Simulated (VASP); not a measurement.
# Cd2C (fluorite type) (Fm-3m) in VASP: further runs

Runs on Cd2C (fluorite type). Level: PBE. Tasks: single point.

Everything below comes from runs of VASP 6.6.1. Logs are shortened: lines on timing, memory, paths and dates and some standing lists are left out, and cuts for length are marked.

## Step 1: The cell of the first run

The structure is cubic, space group Fm-3m (No. 225). The conventional cell has a = 5.887 Å, b = 5.887 Å, c = 5.887 Å, α = 90.00°, β = 90.00°, γ = 90.00°. Within 3.4 Å of C (site symmetry m-3m) lie 8 Cd at 2.55 Å. Cd (site symmetry -43m) has 4 C at 2.55 Å and 6 Cd at 2.94 Å within 3.4 Å.

## Step 2: Single point, PBE

Contents of INCAR:

```
SYSTEM = Cd2C
PREC     = Accurate       ! precision mode
ENCUT    = 520            ! plane-wave cutoff, eV
EDIFF    = 1E-6           ! SCF threshold, eV
ISMEAR   = -1             ! smearing method
SIGMA    = 0.15           ! smearing width, eV
LREAL    = .False.        ! projectors in reciprocal space
LASPH    = .True.         ! aspherical terms in the spheres
NELM     = 60             ! most SCF steps
ALGO     = Normal         ! electronic algorithm
ISIF     = 2              ! what is computed and relaxed
LWAVE    = .False.        ! write WAVECAR
LCHARG   = .False.        ! write CHGCAR
GGA      = PE             ! functional
NBANDS   = 21             ! bands
```

Contents of KPOINTS:

```
Automatic mesh
0
Gamma
  10 10 10
  0 0 0
```

Contents of POSCAR:

```
Cd2C
1.0
    0.0000000000      2.9436491030      2.9436491030
    2.9436491030      0.0000000000      2.9436491030
    2.9436491030      2.9436491030      0.0000000000
C Cd
1 2
Direct
    0.0000000000      0.0000000000      0.0000000000
    0.2500000000      0.2500000000      0.2500000000
    0.7500000000      0.7500000000      0.7500000000
```

Potentials or basis: VASP PAW PBE potentials, release 64 (C, Cd).

On the command line:

```bash
$ cat potpaw_PBE.64/C/POTCAR potpaw_PBE.64/Cd/POTCAR > POTCAR
$ mpirun -np 1 vasp_std > vasp.out
```

OUTCAR:

```text
SYSTEM = Cd2C
   PREC = Accurate
   ENCUT = 520
   EDIFF = 1E-6
   ISMEAR = -1
   LREAL = .False.
   LASPH = .True.
   NELM = 60
   ISIF = 2
   GGA = PE

 ion  position               nearest neighbor table
   1  0.000  0.000  0.000-   3 2.55   3 2.55   3 2.55   2 2.55   2 2.55   2 2.55   3 2.55   2 2.55

   2  0.250  0.250  0.250-   1 2.55   1 2.55   1 2.55   1 2.55   3 2.94   3 2.94   3 2.94   3 2.94
                             3 2.94   3 2.94
   3  0.750  0.750  0.750-   1 2.55   1 2.55   1 2.55   1 2.55   2 2.94   2 2.94   2 2.94   2 2.94
                             2 2.94   2 2.94

  LATTYP: Found a face centered cubic cell.
 ALAT       =     5.8872982060

  Lattice vectors:

 A1 = (   0.0000000000,   2.9436491030,   2.9436491030)
 A2 = (   2.9436491030,   0.0000000000,   2.9436491030)
 A3 = (   2.9436491030,   2.9436491030,   0.0000000000)

Analysis of symmetry for initial positions (statically):
=====================================================================
 Subroutine PRICEL returns:
 Original cell was already a primitive cell.

 Routine SETGRP: Setting up the symmetry group for a
 face centered cubic supercell.

 Subroutine GETGRP returns: Found 48 space group operations
 (whereof 48 operations were pure point group operations)
 out of a pool of 48 trial point group operations.

The static configuration has the point symmetry O_h .

Analysis of symmetry for dynamics (positions and initial velocities):
=====================================================================
 Subroutine PRICEL returns:
 Original cell was already a primitive cell.

 Routine SETGRP: Setting up the symmetry group for a
 face centered cubic supercell.

 Subroutine GETGRP returns: Found 48 space group operations
 (whereof 48 operations were pure point group operations)
 out of a pool of 48 trial point group operations.

The dynamic configuration has the point symmetry O_h .

 Subroutine INISYM returns: Found 48 space group operations
 (whereof 48 operations are pure point group operations),
 and found     1 'primitive' translations

----------------------------------------------------------------------------------------

                                     Primitive cell

  volume of cell :      51.0139

  direct lattice vectors                    reciprocal lattice vectors
     0.000000000  2.943649103  2.943649103    -0.169857202  0.169857202  0.169857202
     2.943649103  0.000000000  2.943649103     0.169857202 -0.169857202  0.169857202
     2.943649103  2.943649103  0.000000000     0.169857202  0.169857202 -0.169857202

  length of vectors
     4.162948484  4.162948484  4.162948484     0.294201304  0.294201304  0.294201304

  position of ions in fractional coordinates (direct lattice)
     0.000000000  0.000000000  0.000000000
     0.250000000  0.250000000  0.250000000
     0.750000000  0.750000000  0.750000000

  ion indices of the primitive-cell ions
   primitive index   ion index
                 1           1
                 2           2
                 3           3

----------------------------------------------------------------------------------------

 KPOINTS: Automatic mesh

Automatic generation of k-mesh.
 Grid dimensions read from file:
 generate k-points for:   10   10   10

 Generating k-lattice:

  Cartesian coordinates                     Fractional coordinates (reciprocal lattice)
    -0.016985720  0.016985720  0.016985720     0.100000000  0.000000000  0.000000000
     0.016985720 -0.016985720  0.016985720     0.000000000  0.100000000  0.000000000
     0.016985720  0.016985720 -0.016985720     0.000000000  0.000000000  0.100000000

  Length of vectors
     0.029420130  0.029420130  0.029420130

  Shift w.r.t. Gamma in fractional coordinates (k-lattice)
     0.000000000  0.000000000  0.000000000

 Subroutine IBZKPT returns following result:
 ===========================================

 Found     47 irreducible k-points:

 Following reciprocal coordinates:
            Coordinates               Weight
  0.000000  0.000000  0.000000      1.000000
  0.100000  0.000000  0.000000      8.000000
  0.200000  0.000000  0.000000      8.000000
  0.300000  0.000000  0.000000      8.000000
  0.400000  0.000000  0.000000      8.000000
  0.500000  0.000000  0.000000      4.000000
[... 16 lines left out ...]
  0.300000  0.300000  0.000000      6.000000
  0.400000  0.300000  0.000000     24.000000
 [... further k-points ...]
   k-points           NKPTS =     47   k-points in BZ     NKDIM =     47   number of bands    NBANDS=     21
   number of dos      NEDOS =    301   number of ions     NIONS =      3
   total plane-waves  NPLWV =  32768
   dimension x,y,z NGX =    32 NGY =   32 NGZ =   32
   dimension x,y,z NGXF=    64 NGYF=   64 NGZF=   64
   ions per type =               1   2
   NGX,Y,Z   is equivalent  to a cutoff of  12.78, 12.78, 12.78 a.u.
   NGXF,Y,Z  is equivalent  to a cutoff of  25.56, 25.56, 25.56 a.u.
 SYSTEM =  Cd2C
   PREC   = accura    normal or accurate (medium, high low for compatibility)
   ISTART =      0    job   : 0-new  1-cont  2-samecut
   ICHARG =      2    charge: 1-file 2-atom 10-const
   ISPIN  =      1    spin polarized calculation?
   LNONCOLLINEAR =      F non collinear calculations
   LSORBIT =      F    spin-orbit coupling
   LASPH  =      T    aspherical Exc in radial PAW
   ENCUT  =  520.0 eV  38.22 Ry    6.18 a.u.   7.74  7.74  7.74*2*pi/ulx,y,z
   NELM   =     60;   NELMIN=  2; NELMDL= -5     # of ELM steps
   EDIFF  = 0.1E-05   stopping-criterion for ELM
   LREAL  =      F    real-space projection
   EDIFFG = 0.1E-04   stopping-criterion for IOM
   NSW    =      0    number of steps for IOM
   IBRION =     -1    ionic relax: 0-MD 1-quasi-New 2-CG
   NFREE  =      0    steps in history (QN), initial steepest desc. (CG)
   ISIF   =      2    stress and relaxation
   ISYM   =      2    0-nonsym 1-usesym 2-fastsym
   POTIM  = 0.5000    time-step for ionic-motion
   TEBEG  =    0.0;   TEEND  =   0.0 temperature during run
   PSTRESS=    0.0 pullay stress
   NELECT =      28.0000    total number of electrons
   NUPDOWN=      -1.0000    fix difference up-down
   EMIN   =  10.00;   EMAX   =-10.00  energy-range for DOS
   EFERMI =   0.00;   METHOD = LEGACY
   ISMEAR =    -1;   SIGMA  =   0.15  broadening in eV -4-tet -1-fermi 0-gaus
   EFERMI_NEDOS =   21; number of points for ismear=-14 and -15
   IALGO  =     38    algorithm
   IMIX   =      4    mixing-type and parameters
     AMIX     =   0.40;   BMIX     =  1.00
     AMIX_MAG =   1.60;   BMIX_MAG =  1.00
  volume/ion in A,a.u.               =      17.00       114.75
  Fermi-wavevector in a.u.,A,eV,Ry     =   1.340391  2.532972 24.444877  1.796648
  Thomas-Fermi vector in A             =   2.468707
   LORBIT       =      0    0 simple, 1 ext, 2 COOP (PROOUT), +10 PAW based schemes
   GGA     = PE    functional components
   LHFCALC =     F    Hartree Fock is set to
   AEXX    =    0.0000 exact exchange contribution
   IVDW    =     0    specifies the selected vdW correction
   LEPSILON=     F    determine dielectric tensor
   LRPA    =     F    only Hartree local field effects (RPA)
 non-spin polarized calculation
  energy-cutoff  :      520.00
  volume of cell :       51.01
 maximum number of plane-waves:      1390
   NGX = 15   NGY = 15   NGZ = 15

 number of electron      28.0000012 magnetization

 Free energy of the ion-electron system (eV)
  ---------------------------------------------------
  ext. energy  EPLUGINS =         0.00000000
  ---------------------------------------------------
  free energy    TOTEN  =        -7.31878523 eV

  energy without entropy =       -7.28550424  energy(sigma->0) =       -7.30214474

 E-fermi :   3.2342     XC(G=0): -11.0814

 val. band max:        3.2342016380   @ k =  -0.1000   0.1000   0.0000
 cond. band min:       3.2579271004   @ k =   0.1000   0.0000   0.0000
 fundamental gap:      0.0237254624
 Fermi energy:         3.2342486441

 k-point     1 :       0.0000    0.0000    0.0000
  band No.  band energies     occupation
      1      -8.4539      2.00000
      2      -6.4878      2.00000
      3      -6.4878      2.00000
      4      -6.3564      2.00000
      5      -6.3564      2.00000
      6      -6.3564      2.00000
[... 13 lines left out ...]
     20      12.7763      0.00000
     21      12.7763      0.00000

 k-point     2 :       0.1000    0.0000    0.0000
  band No.  band energies     occupation
      1      -8.3842      2.00000
      2      -6.4567      2.00000
      3      -6.4567      2.00000
      4      -6.3141      2.00000
      5      -6.3141      2.00000
      6      -6.3085      2.00000
[... 13 lines left out ...]
     20      12.4193      0.00000
     21      12.4193      0.00000

 k-point     3 :       0.2000    0.0000    0.0000
  band No.  band energies     occupation
      1      -8.2058      2.00000
      2      -6.3610      2.00000
      3      -6.3610      2.00000
      4      -6.1963      2.00000
      5      -6.1963      2.00000
      6      -6.1435      2.00000
[... 13 lines left out ...]
     20      11.9667      0.00000
     21      11.9667      0.00000

 k-point     4 :       0.3000    0.0000    0.0000
  band No.  band energies     occupation
      1      -8.0003      2.00000
      2      -6.2015      2.00000
      3      -6.2015      2.00000
      4      -6.0241      2.00000
      5      -6.0241      2.00000
      6      -5.8501      2.00000
[... 13 lines left out ...]
     20      12.0318      0.00000
     21      12.0318      0.00000

 k-point     5 :       0.4000    0.0000    0.0000
  band No.  band energies     occupation
      1      -7.8530      2.00000
      2      -5.9960      2.00000
      3      -5.9960      2.00000
      4      -5.8249      2.00000
      5      -5.8249      2.00000
      6      -5.6470      2.00000
[... 13 lines left out ...]
     20      12.6484      0.00000
     21      12.6484      0.00000

 k-point     6 :       0.5000    0.0000    0.0000
  band No.  band energies     occupation
      1      -7.8018      2.00000
      2      -5.8521      2.00000
      3      -5.8521      2.00000
      4      -5.6714      2.00000
      5      -5.6714      2.00000
      6      -5.6255      2.00000
[... 13 lines left out ...]
     20      13.0997      0.00000
     21      13.0997      0.00000

 k-point     7 :       0.1000    0.1000    0.0000
  band No.  band energies     occupation
      1      -8.3625      2.00000
      2      -6.4744      2.00000
      3      -6.4366      2.00000
      4      -6.3116      2.00000
      5      -6.2820      2.00000
      6      -6.2820      2.00000
[... 13 lines left out ...]
     20      11.7386      0.00000
     21      13.2298      0.00000
[... 291 lines left out ...]
      1      -7.7792      2.00000
      2      -6.0765      2.00000
      3      -5.8912      2.00000
      4      -5.7821      2.00000
      5      -5.7596      2.00000
      6      -5.6176      2.00000
[... 13 lines left out ...]
     20      12.5153      0.00000
     21      13.3373      0.00000

 k-point    21 :      -0.3000    0.2000    0.0000
  band No.  band energies     occupation
      1      -7.8349      2.00000
      2      -6.2276      2.00000
      3      -5.9740      2.00000
      4      -5.7360      2.00000
      5      -5.7049      2.00000
      6      -5.6665      2.00000
[... 13 lines left out ...]
     20      11.7328      0.00000
     21      13.5645      0.00000

 k-point    22 :      -0.2000    0.2000    0.0000
  band No.  band energies     occupation
      1      -7.9533      2.00000
      2      -6.3241      2.00000
      3      -6.1263      2.00000
      4      -5.9482      2.00000
      5      -5.8504      2.00000
      6      -5.7973      2.00000
[... 13 lines left out ...]
     20      12.0457      0.00000
     21      13.3707      0.00000

 k-point    23 :       0.3000    0.3000    0.0000
  band No.  band energies     occupation
      1      -7.9448      2.00000
      2      -6.3950      2.00000
      3      -6.2648      2.00000
      4      -5.7960      2.00000
      5      -5.7960      2.00000
      6      -5.5695      2.00000
[... 13 lines left out ...]
     20      15.3727      0.00000
     21      15.8804      0.00000

 k-point    24 :       0.4000    0.3000    0.0000
  band No.  band energies     occupation
      1      -7.8681      2.00000
      2      -6.3423      2.00000
      3      -6.1472      2.00000
      4      -5.7663      2.00000
      5      -5.6760      2.00000
      6      -5.6551      2.00000
[... 13 lines left out ...]
     20      15.0866      0.00000
     21      15.4525      0.00000

 [... further k-points ...]

------------------------ aborting loop because EDIFF is reached ----------------------------------------

  FORCE on cell =-STRESS in cart. coord.  units (eV):
  Direction    XX          YY          ZZ          XY          YZ          ZX
  --------------------------------------------------------------------------------------
  -------------------------------------------------------------------------------------
  Total        0.2333988      0.2333988      0.2333988      0.0000000     -0.0000000      0.0000000
  in kB        7.3302878      7.3302878      7.3302878      0.0000000     -0.0000000      0.0000000
  external PRESSURE =       7.3302878 kB  Pullay stress =       0.0000000 kB

 VOLUME and BASIS-vectors are now :
 -----------------------------------------------------------------------------
  energy-cutoff  :      520.00
  volume of cell :       51.01
      direct lattice vectors                 reciprocal lattice vectors
     0.000000000  2.943649103  2.943649103    -0.169857202  0.169857202  0.169857202
     2.943649103  0.000000000  2.943649103     0.169857202 -0.169857202  0.169857202
     2.943649103  2.943649103  0.000000000     0.169857202  0.169857202 -0.169857202

 POSITION                                       TOTAL-FORCE (eV/Angst)
 -----------------------------------------------------------------------------------
      0.00000      0.00000      0.00000         0.000000     -0.000000     -0.000000
      1.47182      1.47182      1.47182         0.000000      0.000000     -0.000000
      4.41547      4.41547      4.41547        -0.000000     -0.000000      0.000000
 -----------------------------------------------------------------------------------
    total drift:                               -0.000000     -0.000000      0.000000

  FREE ENERGIE OF THE ION-ELECTRON SYSTEM (eV)
  ---------------------------------------------------
  free  energy   TOTEN  =        -7.3187852313 eV

  energy  without entropy=       -7.2855042407  energy(sigma->0) =       -7.30214474
```

Run time: 23 s. Hardware: 1 thread of AMD EPYC 9R45 (Zen 5), shared host; peak memory 0.17 GiB.

What came out:

* Free energy: -7.3188 eV
* Pressure: 0.7 GPa
* Band gap on the k mesh: zero (bands 14 and 15 overlap by 0.54 eV)

## Step 3: Single point, PBE

Contents of INCAR:

```
PREC = Accurate
ENCUT = 520
EDIFF = 1E-6
ISMEAR = -1
SIGMA = 0.01
LREAL = F
LASPH = T
NELM = 60
ALGO = Normal
ISIF = 2
LWAVE = F
LCHARG = F
GGA = PE
NBANDS = 21
```

Contents of KPOINTS:

```
Automatic mesh
0
Gamma
  10 10 10
```

POSCAR is that of step 2.

Potentials or basis: VASP PAW PBE potentials, release 64 (C, Cd).

On the command line:

```bash
$ cat potpaw_PBE.64/C/POTCAR potpaw_PBE.64/Cd/POTCAR > POTCAR
$ mpirun -np 1 vasp_std > vasp.out
```

Run time: 23 s. Hardware: 1 thread of AMD EPYC 9R45 (Zen 5), shared host; peak memory 0.17 GiB.

Results (log left out):

* Free energy: -7.3037 eV
* Pressure: 0.7 GPa
* Band gap on the k mesh: zero (bands 14 and 15 overlap by 0.53 eV)

Levels at points of the mesh, in eV from the Fermi level:
```
           k point  band 10  band 11  band 12  band 13  band 14  band 15  band 16  band 17  band 18  band 19
(0.00, 0.00, 0.00)    -7.78    -7.78    -1.88     0.15     0.15     0.15     3.95     3.95     3.95     7.40
(0.50, 0.00, 0.00)    -8.69    -7.67    -5.97    -0.66    -0.66    -0.38     4.38     5.04     5.04     7.12
(0.50, 0.50, 0.00)    -7.90    -7.81    -4.56    -2.61    -2.61     0.87     1.48     5.05     6.97     6.97
```

(Part 1 of 2 ends here.)
